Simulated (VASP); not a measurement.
# Tm (Fm-3m) in VASP: single point with PBEsol

Aim: the single point of Tm with PBEsol.

Everything below comes from runs of VASP 6.6.1. Logs are shortened: lines on timing, memory, paths and dates and some standing lists are left out, and cuts for length are marked.

## 1. The cell of the first run

It takes space group Fm-3m (No. 225, cubic). The conventional cell has a = 4.936 Å, b = 4.936 Å, c = 4.936 Å, α = 90.00°, β = 90.00°, γ = 90.00°. Within 4.6 Å of Tm (site symmetry m-3m) lie 12 Tm at 3.49 Å.

This isn't the form of Tm at room conditions, which is hcp.

## 2. Single point, PBEsol, collinear spin, ferromagnetic start

Contents of INCAR:

```
SYSTEM = Tm
  PREC = Accurate
  ENCUT = 520
  EDIFF = 1E-6
  ISMEAR = -1
  SIGMA = 0.05
  LREAL = .FALSE.
  LASPH = .TRUE.
  NELM = 150
  ALGO = Normal
  ISIF = 2
  LWAVE = .FALSE.
  LCHARG = .TRUE.
  ISPIN = 2
  MAGMOM = 2
  LORBIT = 11
  LMAXMIX = 6
  GGA = PS
  LELF = .TRUE.
  LVHAR = .TRUE.
  NBANDS = 22
```

Contents of KPOINTS:

```
regular mesh
0
G
  14 14 14
  0 0 0
```

Contents of POSCAR:

```
Tm
1.0
    0.0000000000      2.4680255249      2.4680255249
    2.4680255249      0.0000000000      2.4680255249
    2.4680255249      2.4680255249      0.0000000000
Tm
1
Direct
    0.0000000000      0.0000000000      0.0000000000
```

Potentials or basis: VASP PAW PBE potentials, release 64 (Tm).

Command:

```
cat potpaw_PBE.64/Tm/POTCAR > POTCAR
mpirun -np 1 vasp_std > vasp.out
```

OUTCAR:

```text
SYSTEM = Tm
   PREC = Accurate
   ENCUT = 520
   EDIFF = 1E-6
   ISMEAR = -1
   LREAL = .FALSE.
   LASPH = .TRUE.
   NELM = 150
   ISIF = 2
   ISPIN = 2
   LORBIT = 11
   GGA = PS

 ion  position               nearest neighbor table
   1  0.000  0.000  0.000-

  LATTYP: Found a face centered cubic cell.
 ALAT       =     4.9360510498

  Lattice vectors:

 A1 = (   0.0000000000,   2.4680255249,   2.4680255249)
 A2 = (   2.4680255249,   0.0000000000,   2.4680255249)
 A3 = (   2.4680255249,   2.4680255249,   0.0000000000)

Analysis of symmetry for initial positions (statically):
=====================================================================
 Subroutine PRICEL returns:
 Original cell was already a primitive cell.

 Routine SETGRP: Setting up the symmetry group for a
 face centered cubic supercell.

 Subroutine GETGRP returns: Found 48 space group operations
 (whereof 48 operations were pure point group operations)
 out of a pool of 48 trial point group operations.

The static configuration has the point symmetry O_h .

Analysis of symmetry for dynamics (positions and initial velocities):
=====================================================================
 Subroutine PRICEL returns:
 Original cell was already a primitive cell.

 Routine SETGRP: Setting up the symmetry group for a
 face centered cubic supercell.

 Subroutine GETGRP returns: Found 48 space group operations
 (whereof 48 operations were pure point group operations)
 out of a pool of 48 trial point group operations.

The dynamic configuration has the point symmetry O_h .

Analysis of structural, dynamic, and magnetic symmetry:
=====================================================================
 Subroutine PRICEL returns:
 Original cell was already a primitive cell.

 Routine SETGRP: Setting up the symmetry group for a
 face centered cubic supercell.

 Subroutine GETGRP returns: Found 48 space group operations
 (whereof 48 operations were pure point group operations)
 out of a pool of 48 trial point group operations.

The overall configuration has the point symmetry O_h .

 Subroutine INISYM returns: Found 48 space group operations
 (whereof 48 operations are pure point group operations),
 and found     1 'primitive' translations

----------------------------------------------------------------------------------------

                                     Primitive cell

  volume of cell :      30.0662

  direct lattice vectors                    reciprocal lattice vectors
     0.000000000  2.468025525  2.468025525    -0.202591098  0.202591098  0.202591098
     2.468025525  0.000000000  2.468025525     0.202591098 -0.202591098  0.202591098
     2.468025525  2.468025525  0.000000000     0.202591098  0.202591098 -0.202591098

  length of vectors
     3.490315170  3.490315170  3.490315170     0.350898074  0.350898074  0.350898074

  position of ions in fractional coordinates (direct lattice)
     0.000000000  0.000000000  0.000000000

  ion indices of the primitive-cell ions
   primitive index   ion index
                 1           1

----------------------------------------------------------------------------------------

 KPOINTS: regular mesh

Automatic generation of k-mesh.
 Grid dimensions read from file:
 generate k-points for:   14   14   14

 Generating k-lattice:

  Cartesian coordinates                     Fractional coordinates (reciprocal lattice)
    -0.014470793  0.014470793  0.014470793     0.071428571  0.000000000  0.000000000
     0.014470793 -0.014470793  0.014470793     0.000000000  0.071428571  0.000000000
     0.014470793  0.014470793 -0.014470793     0.000000000  0.000000000  0.071428571

  Length of vectors
     0.025064148  0.025064148  0.025064148

  Shift w.r.t. Gamma in fractional coordinates (k-lattice)
     0.000000000  0.000000000  0.000000000

 Subroutine IBZKPT returns following result:
 ===========================================

 Found    104 irreducible k-points:

 Following reciprocal coordinates:
            Coordinates               Weight
  0.000000  0.000000  0.000000      1.000000
  0.071429  0.000000  0.000000      8.000000
  0.142857  0.000000  0.000000      8.000000
  0.214286  0.000000  0.000000      8.000000
  0.285714  0.000000  0.000000      8.000000
  0.357143  0.000000  0.000000      8.000000
[... 16 lines left out ...]
  0.214286  0.142857  0.000000     24.000000
  0.285714  0.142857  0.000000     24.000000
 [... further k-points ...]
   k-points           NKPTS =    104   k-points in BZ     NKDIM =    104   number of bands    NBANDS=     22
   number of dos      NEDOS =    301   number of ions     NIONS =      1
   total plane-waves  NPLWV =  21952
   dimension x,y,z NGX =    28 NGY =   28 NGZ =   28
   dimension x,y,z NGXF=    56 NGYF=   56 NGZF=   56
   ions per type =               1
   NGX,Y,Z   is equivalent  to a cutoff of  13.34, 13.34, 13.34 a.u.
   NGXF,Y,Z  is equivalent  to a cutoff of  26.67, 26.67, 26.67 a.u.
 SYSTEM =  Tm
   PREC   = accura    normal or accurate (medium, high low for compatibility)
   ISTART =      0    job   : 0-new  1-cont  2-samecut
   ICHARG =      2    charge: 1-file 2-atom 10-const
   ISPIN  =      2    spin polarized calculation?
   LNONCOLLINEAR =      F non collinear calculations
   LSORBIT =      F    spin-orbit coupling
   LASPH  =      T    aspherical Exc in radial PAW
   ENCUT  =  520.0 eV  38.22 Ry    6.18 a.u.   6.49  6.49  6.49*2*pi/ulx,y,z
   NELM   =    150;   NELMIN=  2; NELMDL= -5     # of ELM steps
   EDIFF  = 0.1E-05   stopping-criterion for ELM
   LREAL  =      F    real-space projection
   EDIFFG = 0.1E-04   stopping-criterion for IOM
   NSW    =      0    number of steps for IOM
   IBRION =     -1    ionic relax: 0-MD 1-quasi-New 2-CG
   NFREE  =      0    steps in history (QN), initial steepest desc. (CG)
   ISIF   =      2    stress and relaxation
   ISYM   =      2    0-nonsym 1-usesym 2-fastsym
   POTIM  = 0.5000    time-step for ionic-motion
   TEBEG  =    0.0;   TEEND  =   0.0 temperature during run
   PSTRESS=    0.0 pullay stress
   NELECT =      23.0000    total number of electrons
   NUPDOWN=      -1.0000    fix difference up-down
   EMIN   =  10.00;   EMAX   =-10.00  energy-range for DOS
   EFERMI =   0.00;   METHOD = LEGACY
   ISMEAR =    -1;   SIGMA  =   0.05  broadening in eV -4-tet -1-fermi 0-gaus
   EFERMI_NEDOS =   21; number of points for ismear=-14 and -15
   IALGO  =     38    algorithm
   IMIX   =      4    mixing-type and parameters
     AMIX     =   0.40;   BMIX     =  1.00
     AMIX_MAG =   1.60;   BMIX_MAG =  1.00
  volume/ion in A,a.u.               =      30.07       202.90
  Fermi-wavevector in a.u.,A,eV,Ry     =   1.497239  2.829371 30.500515  2.241725
  Thomas-Fermi vector in A             =   2.609152
   LORBIT       =     11    0 simple, 1 ext, 2 COOP (PROOUT), +10 PAW based schemes
   GGA     = PS    functional components
   LHFCALC =     F    Hartree Fock is set to
   AEXX    =    0.0000 exact exchange contribution
   IVDW    =     0    specifies the selected vdW correction
   LEPSILON=     F    determine dielectric tensor
   LRPA    =     F    only Hartree local field effects (RPA)
 spin polarized calculation
  energy-cutoff  :      520.00
  volume of cell :       30.07
 maximum number of plane-waves:       869
 NGX is ok and might be reduce to    28
   NGX = 13   NGY = 13   NGZ = 13

 number of electron      23.0000007 magnetization       1.0448552

 Free energy of the ion-electron system (eV)
  ---------------------------------------------------
  ext. energy  EPLUGINS =         0.00000000
  ---------------------------------------------------
  free energy    TOTEN  =        -4.37157801 eV

  energy without entropy =       -4.28797802  energy(sigma->0) =       -4.32977801

 E-fermi :   2.1236     XC(G=0): -10.4206

 val. band max:        2.1228430354   @ k =   0.5000   0.3571   0.0714
 cond. band min:       2.1258358447   @ k =   0.5000   0.2857   0.0714
 fundamental gap:      0.0029928093
 Fermi energy:         2.1235634065

 spin component 1

 k-point     1 :       0.0000    0.0000    0.0000
  band No.  band energies     occupation
      1     -48.2021      1.00000
      2     -21.1116      1.00000
      3     -21.1116      1.00000
      4     -21.1116      1.00000
      5      -3.1276      1.00000
      6       0.5948      1.00000
[... 14 lines left out ...]
     21      15.9149      0.00000
     22      17.9948      0.00000

 k-point     2 :       0.0714    0.0000    0.0000
  band No.  band energies     occupation
      1     -48.1999      1.00000
      2     -21.1458      1.00000
      3     -21.1158      1.00000
      4     -21.1158      1.00000
      5      -2.9818      1.00000
      6       0.5976      1.00000
[... 14 lines left out ...]
     21      16.2230      0.00000
     22      18.9665      0.00000

 k-point     3 :       0.1429    0.0000    0.0000
  band No.  band energies     occupation
      1     -48.1938      1.00000
      2     -21.2406      1.00000
      3     -21.1278      1.00000
      4     -21.1278      1.00000
      5      -2.5627      1.00000
      6       0.6064      1.00000
[... 14 lines left out ...]
     21      17.0758      0.00000
     22      20.2534      0.00000
[... 476 lines left out ...]
 k-point    23 :       0.2143    0.1429    0.0000
  band No.  band energies     occupation
      1     -48.1845      1.00000
      2     -21.3240      1.00000
      3     -21.1778      1.00000
      4     -21.1726      1.00000
      5      -1.9001      1.00000
      6       0.6219      1.00000
[... 14 lines left out ...]
     21      17.1122      0.00000
     22      20.2308      0.00000

 k-point    24 :       0.2857    0.1429    0.0000
  band No.  band energies     occupation
      1     -48.1760      1.00000
      2     -21.4420      1.00000
      3     -21.1993      1.00000
      4     -21.1928      1.00000
      5      -1.2367      1.00000
      6       0.6416      1.00000
[... 14 lines left out ...]
     21      17.3329      0.00000
     22      19.6420      0.00000

 [... further k-points ...]

 spin component 2

 k-point     1 :       0.0000    0.0000    0.0000
  band No.  band energies     occupation
      1     -47.6911      1.00000
      2     -20.7743      1.00000
      3     -20.7743      1.00000
      4     -20.7743      1.00000
      5      -3.3218      1.00000
      6       1.9271      0.98070
[... 14 lines left out ...]
     21      15.8168      0.00000
     22      17.7848      0.00000

 k-point     2 :       0.0714    0.0000    0.0000
  band No.  band energies     occupation
      1     -47.6888      1.00000
      2     -20.8108      1.00000
      3     -20.7788      1.00000
      4     -20.7788      1.00000
      5      -3.1743      1.00000
      6       1.9156      0.98461
[... 14 lines left out ...]
     21      16.1294      0.00000
     22      18.7786      0.00000

 k-point     3 :       0.1429    0.0000    0.0000
  band No.  band energies     occupation
      1     -47.6824      1.00000
      2     -20.9115      1.00000
      3     -20.7914      1.00000
      4     -20.7914      1.00000
      5      -2.7505      1.00000
      6       1.8860      0.99143
[... 14 lines left out ...]
     21      16.9934      0.00000
     22      20.0982      0.00000
[... 476 lines left out ...]
 k-point    23 :       0.2143    0.1429    0.0000
  band No.  band energies     occupation
      1     -47.6725      1.00000
      2     -21.0003      1.00000
      3     -20.8442      1.00000
      4     -20.8388      1.00000
      5      -2.0799      1.00000
      6       1.8577      0.99512
[... 14 lines left out ...]
     21      17.0477      0.00000
     22      20.1407      0.00000

 k-point    24 :       0.2857    0.1429    0.0000
  band No.  band energies     occupation
      1     -47.6635      1.00000
      2     -21.1252      1.00000
      3     -20.8669      1.00000
      4     -20.8602      1.00000
      5      -1.4110      1.00000
      6       1.8254      0.99744
[... 14 lines left out ...]
     21      17.1911      0.00000
     22      19.5732      0.00000

 [... further k-points ...]
[... 5 lines left out ...]
  --------------------------------------------------------------------------------------
  -------------------------------------------------------------------------------------
  Total        0.1614952      0.1614952      0.1614952      0.0000000      0.0000000     -0.0000000
  in kB        8.6058010      8.6058010      8.6058010      0.0000000      0.0000000     -0.0000000
  external PRESSURE =       8.6058010 kB  Pullay stress =       0.0000000 kB

 VOLUME and BASIS-vectors are now :
 -----------------------------------------------------------------------------
  energy-cutoff  :      520.00
  volume of cell :       30.07
      direct lattice vectors                 reciprocal lattice vectors
     0.000000000  2.468025525  2.468025525    -0.202591098  0.202591098  0.202591098
     2.468025525  0.000000000  2.468025525     0.202591098 -0.202591098  0.202591098
     2.468025525  2.468025525  0.000000000     0.202591098  0.202591098 -0.202591098

 POSITION                                       TOTAL-FORCE (eV/Angst)
 -----------------------------------------------------------------------------------
      0.00000      0.00000      0.00000         0.000000      0.000000     -0.000000
 -----------------------------------------------------------------------------------
    total drift:                               -0.000000     -0.000000     -0.000000

  FREE ENERGIE OF THE ION-ELECTRON SYSTEM (eV)
  ---------------------------------------------------
  free  energy   TOTEN  =        -4.3715780087 eV

  energy  without entropy=       -4.2879780164  energy(sigma->0) =       -4.32977801

 total charge

# of ion       s       p       d       f       tot
--------------------------------------------------
    1        2.224   5.934   0.410  12.502  21.070

 magnetization (x)

# of ion       s       p       d       f       tot
--------------------------------------------------
    1        0.003  -0.034  -0.066   1.274   1.177
```

Wall time 2.3 min (1 thread of Intel Xeon 6975P-C (Granite Rapids), shared host); peak memory 0.26 GiB.

Results:

* Free energy: -4.3716 eV
* Pressure: 0.9 GPa
* Net moment: 1.04 μB per cell
* Site moments: Tm +1.18 μB
* Valence electrons inside the program's atomic spheres: Tm 21.07

Caveat: the magnetic or orbital state may not be the lowest; the PAW data sets were made with another functional, which shifts forces and pressure a little; spin-orbit coupling is left out, which moves the levels of the heavy elements; semilocal functionals describe open f shells poorly, which spoils levels, moments and volumes. The state reached can hang on the start; a lower one may exist.
